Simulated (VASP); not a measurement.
# HgIr2Cl2 (Cmmm) in VASP: single point with PBEsol

Aim: the single point of HgIr2Cl2 with PBEsol.

Program: VASP 6.6.1. These are calculated values, not measurements. Logs are shortened: lines on timing, memory, paths and dates and some standing lists are left out, and cuts for length are marked.

### 1 The cell of the first run

The structure is orthorhombic, space group Cmmm (No. 65). Conventional cell: a = 8.494 Å, b = 8.494 Å, c = 4.247 Å, α = 90.00°, β = 90.00°, γ = 90.00°. Within 2.8 Å of Hg (site symmetry mmm) lie 2 Ir at 2.12 Å. Within 2.8 Å of Ir (site symmetry 2mm) lie 1 Hg at 2.12 Å. Within 4.0 Å of Cl (site symmetry m2m) lie 2 Hg at 3.00 Å and 8 Ir at 3.68 Å.

### 2 Single point, PBEsol

The input, POSCAR:

```
HgIr2Cl2
1.0
    4.2472010000      4.2472010000      0.0000000000
    4.2472010000     -4.2472010000      0.0000000000
    0.0000000000      0.0000000000     -4.2472010000
Hg Ir Cl
1 2 2
Direct
    0.0000000000      0.0000000000      0.0000000000
    0.2500000000      0.7500000000      0.0000000000
    0.7500000000      0.2500000000      0.0000000000
    0.2500000000      0.2500000000      0.5000000000
    0.7500000000      0.7500000000      0.5000000000
```

The input, INCAR.step1:

```
PREC = Accurate
ENCUT = 400
EDIFF = 1E-6
ISMEAR = 1
SIGMA = 0.2463
LREAL = False
LASPH = True
NELM = 120
ALGO = Normal
ISIF = 2
LWAVE = False
LCHARG = True
LMAXMIX = 4
GGA = PS
NBANDS = 30
GGA_COMPAT = False
NEDOS = 2001
LORBIT = 11
```

The input, KPOINTS.step1:

```
regular mesh
0
Gamma
  6 6 8
```

The input, INCAR.step2:

```
PREC = Accurate
ENCUT = 400
EDIFF = 1E-6
ISMEAR = -5
SIGMA = 0.2463
LREAL = False
LASPH = True
NELM = 120
ALGO = Normal
ISIF = 2
LWAVE = False
LCHARG = False
LMAXMIX = 4
GGA = PS
LORBIT = 11
NBANDS = 30
NEDOS = 1001
ICHARG = 11
GGA_COMPAT = False
```

The input, KPOINTS.step2:

```
regular mesh
0
Gamma
  9 9 12
```

Potentials or basis: VASP PAW PBE potentials, release 64 (Hg, Ir, Cl).

Run with:

```console
cat potpaw_PBE.64/Hg/POTCAR potpaw_PBE.64/Ir/POTCAR potpaw_PBE.64/Cl/POTCAR > POTCAR
cp INCAR.step1 INCAR
cp KPOINTS.step1 KPOINTS
mpirun -np 1 vasp_std > vasp.out
cp INCAR.step2 INCAR
cp KPOINTS.step2 KPOINTS
mpirun -np 1 vasp_std > vasp.out
```

OUTCAR:

```text
PREC = Accurate
   ENCUT = 400
   EDIFF = 1E-6
   ISMEAR = -5
   LREAL = False
   LASPH = True
   NELM = 120
   ISIF = 2
   GGA = PS
   LORBIT = 11
   ICHARG = 11

 ion  position               nearest neighbor table
   1  0.000  0.000  0.000-   2 2.12   3 2.12   4 3.00   5 3.00   4 3.00   5 3.00
   2  0.250  0.750  0.000-   1 2.12
   3  0.750  0.250  0.000-   1 2.12
   4  0.250  0.250  0.500-   1 3.00   1 3.00
   5  0.750  0.750  0.500-   1 3.00   1 3.00

  LATTYP: Found a simple tetragonal cell.
 ALAT       =     6.0064492563
 C/A-ratio  =     0.7071067812

  Lattice vectors:

 A1 = (   4.2472010000,   4.2472010000,   0.0000000000)
 A2 = (   4.2472010000,  -4.2472010000,   0.0000000000)
 A3 = (   0.0000000000,   0.0000000000,  -4.2472010000)

Analysis of symmetry for initial positions (statically):
=====================================================================
 Subroutine PRICEL returns:
 Original cell was already a primitive cell.

 Routine SETGRP: Setting up the symmetry group for a
 simple tetragonal supercell.

 Subroutine GETGRP returns: Found  8 space group operations
 (whereof  8 operations were pure point group operations)
 out of a pool of 16 trial point group operations.

The static configuration has the point symmetry D_2h.

Analysis of symmetry for dynamics (positions and initial velocities):
=====================================================================
 Subroutine PRICEL returns:
 Original cell was already a primitive cell.

 Routine SETGRP: Setting up the symmetry group for a
 simple tetragonal supercell.

 Subroutine GETGRP returns: Found  8 space group operations
 (whereof  8 operations were pure point group operations)
 out of a pool of 16 trial point group operations.

The dynamic configuration has the point symmetry D_2h.

 Subroutine INISYM returns: Found  8 space group operations
 (whereof  8 operations are pure point group operations),
 and found     1 'primitive' translations

----------------------------------------------------------------------------------------

                                     Primitive cell

  volume of cell :     153.2281

  direct lattice vectors                    reciprocal lattice vectors
     4.247201000  4.247201000  0.000000000     0.117724591  0.117724591  0.000000000
     4.247201000 -4.247201000  0.000000000     0.117724591 -0.117724591  0.000000000
     0.000000000  0.000000000 -4.247201000     0.000000000  0.000000000 -0.235449182

  length of vectors
     6.006449256  6.006449256  4.247201000     0.166487713  0.166487713  0.235449182

  position of ions in fractional coordinates (direct lattice)
     0.000000000  0.000000000  0.000000000
     0.250000000  0.750000000  0.000000000
     0.750000000  0.250000000  0.000000000
     0.250000000  0.250000000  0.500000000
     0.750000000  0.750000000  0.500000000

  ion indices of the primitive-cell ions
   primitive index   ion index
                 1           1
                 2           2
                 3           3
                 4           4
                 5           5

----------------------------------------------------------------------------------------

 KPOINTS: regular mesh

Automatic generation of k-mesh.
 Grid dimensions read from file:
 generate k-points for:    9    9   12

 Generating k-lattice:

  Cartesian coordinates                     Fractional coordinates (reciprocal lattice)
     0.013080510  0.013080510  0.000000000     0.111111111  0.000000000  0.000000000
     0.013080510 -0.013080510  0.000000000     0.000000000  0.111111111  0.000000000
     0.000000000  0.000000000 -0.019620765     0.000000000  0.000000000  0.083333333

  Length of vectors
     0.018498635  0.018498635  0.019620765

  Shift w.r.t. Gamma in fractional coordinates (k-lattice)
     0.000000000  0.000000000  0.000000000

 TETIRR: Found   1458 inequivalent tetrahedra from     5832

 Subroutine IBZKPT returns following result:
 ===========================================

 Found    175 irreducible k-points:

 Following reciprocal coordinates:
            Coordinates               Weight
  0.000000  0.000000  0.000000      1.000000
  0.111111  0.000000  0.000000      4.000000
  0.222222  0.000000  0.000000      4.000000
  0.333333  0.000000  0.000000      4.000000
  0.444444  0.000000  0.000000      4.000000
  0.111111  0.111111  0.000000      2.000000
[... 16 lines left out ...]
 -0.333333  0.444444  0.000000      4.000000
  0.444444  0.444444  0.000000      2.000000
 [... further k-points ...]
   k-points           NKPTS =    175   k-points in BZ     NKDIM =    175   number of bands    NBANDS=     30
   number of dos      NEDOS =   1001   number of ions     NIONS =      5
   total plane-waves  NPLWV =  44800
   dimension x,y,z NGX =    40 NGY =   40 NGZ =   28
   dimension x,y,z NGXF=    80 NGYF=   80 NGZF=   56
   ions per type =               1   2   2
   NGX,Y,Z   is equivalent  to a cutoff of  11.07, 11.07, 10.96 a.u.
   NGXF,Y,Z  is equivalent  to a cutoff of  22.14, 22.14, 21.92 a.u.
 SYSTEM =  unknown system
   PREC   = accura    normal or accurate (medium, high low for compatibility)
   ISTART =      0    job   : 0-new  1-cont  2-samecut
   ICHARG =     11    charge: 1-file 2-atom 10-const
   ISPIN  =      1    spin polarized calculation?
   LNONCOLLINEAR =      F non collinear calculations
   LSORBIT =      F    spin-orbit coupling
   LASPH  =      T    aspherical Exc in radial PAW
   ENCUT  =  400.0 eV  29.40 Ry    5.42 a.u.   9.79  9.79  6.93*2*pi/ulx,y,z
   NELM   =    120;   NELMIN=  2; NELMDL=  0     # of ELM steps
   EDIFF  = 0.1E-05   stopping-criterion for ELM
   LREAL  =      F    real-space projection
   EDIFFG = 0.1E-04   stopping-criterion for IOM
   NSW    =      0    number of steps for IOM
   IBRION =     -1    ionic relax: 0-MD 1-quasi-New 2-CG
   NFREE  =      0    steps in history (QN), initial steepest desc. (CG)
   ISIF   =      2    stress and relaxation
   ISYM   =      2    0-nonsym 1-usesym 2-fastsym
   POTIM  = 0.5000    time-step for ionic-motion
   TEBEG  =    0.0;   TEEND  =   0.0 temperature during run
   PSTRESS=    0.0 pullay stress
   NELECT =      44.0000    total number of electrons
   NUPDOWN=      -1.0000    fix difference up-down
   EMIN   =  10.00;   EMAX   =-10.00  energy-range for DOS
   EFERMI =   0.00;   METHOD = LEGACY
   ISMEAR =    -5;   SIGMA  =   0.25  broadening in eV -4-tet -1-fermi 0-gaus
   EFERMI_NEDOS =   21; number of points for ismear=-14 and -15
   IALGO  =     38    algorithm
   IMIX   =      4    mixing-type and parameters
     AMIX     =   0.40;   BMIX     =  1.00
     AMIX_MAG =   1.60;   BMIX_MAG =  1.00
  volume/ion in A,a.u.               =      30.65       206.81
  Fermi-wavevector in a.u.,A,eV,Ry     =   1.080056  2.041010 15.871479  1.166521
  Thomas-Fermi vector in A             =   2.216037
   LORBIT       =     11    0 simple, 1 ext, 2 COOP (PROOUT), +10 PAW based schemes
   GGA     = PS    functional components
   LHFCALC =     F    Hartree Fock is set to
   AEXX    =    0.0000 exact exchange contribution
   IVDW    =     0    specifies the selected vdW correction
   LEPSILON=     F    determine dielectric tensor
   LRPA    =     F    only Hartree local field effects (RPA)
 non-spin polarized calculation
 Fermi weights with tetrahedron method with Bloechl corrections
  energy-cutoff  :      400.00
  volume of cell :      153.23
 maximum number of plane-waves:      2818

 number of electron      44.0000008 magnetization

 Free energy of the ion-electron system (eV)
  ---------------------------------------------------
  ext. energy  EPLUGINS =         0.00000000
  ---------------------------------------------------
  free energy    TOTEN  =        -8.35334956 eV

  energy without entropy =       -8.35334956  energy(sigma->0) =       -8.35334956

 E-fermi :   0.3733     XC(G=0):  -8.8516

 val. band max:        0.3847235017   @ k =  -0.3333   0.3333   0.0833
 cond. band min:       0.3681017124   @ k =   0.1111   0.1111   0.5000
 fundamental gap:     -0.0166217894
 Fermi energy:         0.3732528488

 k-point     1 :       0.0000    0.0000    0.0000
  band No.  band energies     occupation
      1     -13.4790      2.00000
      2     -13.3123      2.00000
      3      -9.4181      2.00000
      4      -7.9322      2.00000
      5      -7.8963      2.00000
      6      -6.3532      2.00000
[... 22 lines left out ...]
     29       7.3183      0.00000
     30       7.3537      0.00000

 k-point     2 :       0.1111    0.0000    0.0000
  band No.  band energies     occupation
      1     -13.4740      2.00000
      2     -13.3162      2.00000
      3      -9.4159      2.00000
      4      -7.9329      2.00000
      5      -7.8963      2.00000
      6      -6.3539      2.00000
[... 22 lines left out ...]
     29       7.0810      0.00000
     30       7.2698      0.00000

 k-point     3 :       0.2222    0.0000    0.0000
  band No.  band energies     occupation
      1     -13.4600      2.00000
      2     -13.3276      2.00000
      3      -9.4102      2.00000
      4      -7.9347      2.00000
      5      -7.8966      2.00000
      6      -6.3557      2.00000
[... 682 lines left out ...]
     29       6.4235      0.00000
     30       7.8615      0.00000

 k-point    24 :       0.4444    0.4444    0.0000
  band No.  band energies     occupation
      1     -13.4094      2.00000
      2     -13.3617      2.00000
      3      -9.4127      2.00000
      4      -7.9411      2.00000
      5      -7.8953      2.00000
      6      -6.3649      2.00000
[... 22 lines left out ...]
     29       6.7331      0.00000
     30       8.0326      0.00000

 [... further k-points ...]

------------------------ aborting loop because EDIFF is reached ----------------------------------------

  FORCE on cell =-STRESS in cart. coord.  units (eV):
  Direction    XX          YY          ZZ          XY          YZ          ZX
  --------------------------------------------------------------------------------------
  -------------------------------------------------------------------------------------
  Total       -6.9228565     39.4205598     -7.0656477      0.0000000      0.0000000      0.0000000
  in kB      -72.3864821    412.1876068    -73.8795298      0.0000000      0.0000000      0.0000000
  external PRESSURE =      88.6405316 kB  Pullay stress =       0.0000000 kB

 VOLUME and BASIS-vectors are now :
 -----------------------------------------------------------------------------
  energy-cutoff  :      400.00
  volume of cell :      153.23
      direct lattice vectors                 reciprocal lattice vectors
     4.247201000  4.247201000  0.000000000     0.117724591  0.117724591  0.000000000
     4.247201000 -4.247201000  0.000000000     0.117724591 -0.117724591  0.000000000
     0.000000000  0.000000000 -4.247201000     0.000000000  0.000000000 -0.235449182

 POSITION                                       TOTAL-FORCE (eV/Angst)
 -----------------------------------------------------------------------------------
      0.00000      0.00000      0.00000        -0.000000      0.000000      0.000000
      4.24720     -2.12360      0.00000        -0.000000     10.717669      0.000000
      4.24720      2.12360      0.00000        -0.000000    -10.717669      0.000000
      2.12360      0.00000     -2.12360         0.819737      0.000000      0.000000
      6.37080      0.00000     -2.12360        -0.819737      0.000000      0.000000
 -----------------------------------------------------------------------------------
    total drift:                                0.000000     -0.000000      0.000000

  FREE ENERGIE OF THE ION-ELECTRON SYSTEM (eV)
  ---------------------------------------------------
  free  energy   TOTEN  =        -8.3533495627 eV

  energy  without entropy=       -8.3533495627  energy(sigma->0) =       -8.35334956

 total charge

# of ion       s       p       d       tot
------------------------------------------
    1        1.066   0.679   9.269  11.014
    2        0.510   0.153   7.233   7.896
    3        0.510   0.153   7.233   7.896
    4        1.608   3.355   0.000   4.963
    5        1.608   3.355   0.000   4.963
--------------------------------------------------
tot          5.302   7.695  23.734  36.731
```

Wall time 4 min (1 thread of AMD EPYC 9R45 (Zen 5), shared host); peak memory 0.55 GiB.

Results:

```
Valence electrons inside the program's atomic spheres : Hg 11.01; Ir 7.90; Cl 4.96
```

Caveat: the PAW data sets were made with another functional, which shifts forces and pressure a little; spin-orbit coupling is left out, which moves the levels of the heavy elements; tetrahedron occupations give inexact forces and stress in metals.
